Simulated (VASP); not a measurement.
A run of VASP 6.6.1 is set up as follows.

File INCAR:

```
ALGO     = Normal         # electronic algorithm
EDIFF    = 1E-7           # SCF threshold, eV
ENCUT    = 520            # plane-wave cutoff, eV
GGA      = PE             # functional
ISIF     = 2              # what is computed and relaxed
ISMEAR   = 0              # smearing method
LASPH    = T              # aspherical terms in the spheres
LCHARG   = T              # write CHGCAR
LELF     = T              # ELF
LREAL    = F              # projectors in reciprocal space
LVHAR    = T            
LWAVE    = F              # write WAVECAR
NBANDS   = 16             # bands
NELM     = 60             # most SCF steps
PREC     = Accurate       # precision mode
SIGMA    = 0.02           # smearing width, eV
```

The input KPOINTS:

```
k-points
0
Gamma
  12 12 12
```

File POSCAR:

```
ZnO
1.0
    0.0000000000      2.1648821421      2.1648821421
    2.1648821421      0.0000000000      2.1648821421
    2.1648821421      2.1648821421      0.0000000000
Zn O
1 1
Direct
    0.5000000000      0.5000000000      0.5000000000
    0.0000000000      0.0000000000      0.0000000000
```

Potentials or basis: VASP PAW PBE potentials, release 64 (Zn, O).

Launch:

```sh
$ cat potpaw_PBE.64/Zn/POTCAR potpaw_PBE.64/O/POTCAR > POTCAR
$ mpirun -np 1 vasp_std > vasp.out
```

(1) What does it give for the band gap on the k mesh?

(2) Predict the pressure.

Answers

(1) 0.72 eV, indirect (least direct gap 1.96 eV).

(2) 1.0 GPa.
